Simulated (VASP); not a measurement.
A run of VASP 6.6.1 is set up as follows.

File INCAR:

```
SYSTEM = TiS2
PREC = Accurate ; ENCUT = 500
EDIFF = 1E-6 ; ISMEAR = -1
SIGMA = 0.02 ; LREAL = .FALSE.
LASPH = .TRUE. ; NELM = 120
ALGO = Normal ; ISIF = 2
LWAVE = .FALSE. ; LCHARG = .FALSE.
GGA = PE ; NBANDS = 19
GGA_COMPAT = .FALSE.
```

KPOINTS

```
Automatic mesh
0
G
  12 12 4
  0 0 0
```

Contents of POSCAR:

```
TiS2
1.0
    3.4106015668      0.0000000000      0.0000000000
   -1.7053007834      2.9536675990      0.0000000000
    0.0000000000      0.0000000000      5.7387203108
Ti S
1 2
Direct
    0.0000000000      0.0000000000      0.0000000000
    0.3333333333      0.6666666667      0.2449123130
    0.6666666667      0.3333333333      0.7550876870
```

Potentials or basis: VASP PAW PBE potentials, release 64 (Ti_sv, S).

Command:

```bash
$ cat potpaw_PBE.64/Ti_sv/POTCAR potpaw_PBE.64/S/POTCAR > POTCAR
$ mpirun -np 1 vasp_std > vasp.out
```

Task: What does it give for the largest force?

Result: 0.111 eV/Å.

Task: What does it give for the band gap on the k mesh?

Result: Zero (band 12 reaches 5.39 eV, above the bottom of band 13 at 5.31 eV).

Task: Estimate the pressure.

Result: 1.5 GPa.

Forces on the atoms (eV/Å):
```
Ti   0.000  0.000  0.000
S    0.000  0.000  0.111
S    0.000  0.000 -0.111
```

Caveat: this functional lacks dispersion, which binds the layers, so the pressure and a relaxed spacing across them are unreliable.
